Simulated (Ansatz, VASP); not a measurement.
ZnS in VASP and in Ansatz

File INCAR:

```
PREC     = Accurate       # precision mode
ENCUT    = 500            # plane-wave cutoff, eV
EDIFF    = 1E-6           # SCF threshold, eV
ISMEAR   = 0              # smearing method
SIGMA    = 0.02           # smearing width, eV
LREAL    = F              # projectors in reciprocal space
LASPH    = T              # aspherical terms in the spheres
NELM     = 120            # most SCF steps
ALGO     = Normal         # electronic algorithm
ISIF     = 2              # what is computed and relaxed
LWAVE    = F              # write WAVECAR
LCHARG   = F              # write CHGCAR
GGA      = PE             # functional
NBANDS   = 16             # bands
GGA_COMPAT= F
```

File KPOINTS:

```
Automatic mesh
0
Gamma
  8 8 8
```

Contents of POSCAR:

```
ZnS
1.0
    0.0000000000      2.7218243442      2.7218243442
    2.7218243442      0.0000000000      2.7218243442
    2.7218243442      2.7218243442      0.0000000000
Zn S
1 1
Direct
    0.0000000000      0.0000000000      0.0000000000
    0.2500000000      0.2500000000      0.2500000000
```

Input for Ansatz:

```yaml
crystal:
  lattice:
    - [0.0, 2.7218243442, 2.7218243442]
    - [2.7218243442, 0.0, 2.7218243442]
    - [2.7218243442, 2.7218243442, 0.0]
  atoms:
    - { symbol: Zn, position: [0.0, 0.0, 0.0] }
    - { symbol: S, position: [0.25, 0.25, 0.25] }
basis:
  ecutwfc: 420
kpoints:
  mp_grid: { grid: [8, 8, 8] }
  band_path:
    path:
      - [[0.0, 0.0, 0.0], [-0.5, -0.5, 0.0], [-0.375, -0.375, 0.25]]
      - [[-0.375, 0.0, 0.375], [0.0, 0.0, 0.0], [0.0, 0.0, 0.5], [-0.5, -0.25, 0.25], [-0.5, -0.5, 0.0]]
    npoints: 10
hamiltonian:
  xc: pbe
  pseudopotentials: { kind: paw, azcp: { folder: soft_1 } }
scf:
  occupations: { method: gaussian, width: 0.02 }
  n_extra_bands: 7
output:
  forces: true
  stress: true
  eigenvalues: true
```

Alike in both runs: task single point; functional PBE; k mesh 8 × 8 × 8; occupations gaussian, width 0.02 eV; no spin polarisation.

```csv
,VASP,Ansatz
version,VASP 6.6.1,Ansatz 0.2.0
potentials or method,"VASP PAW PBE potentials, release 64 (Zn, S), cutoff 500 eV","scalar-relativistic, plane waves, PAW"
valence electrons in the cell,18,18
```

```csv
,VASP,Ansatz,Ansatz less VASP
gap on the k mesh at the Fermi level (eV),2.02,2.01,-0.007
least direct gap on the mesh (eV),2.02,2.01,-0.007
pressure (GPa),0.1,0.0,-0.13
```
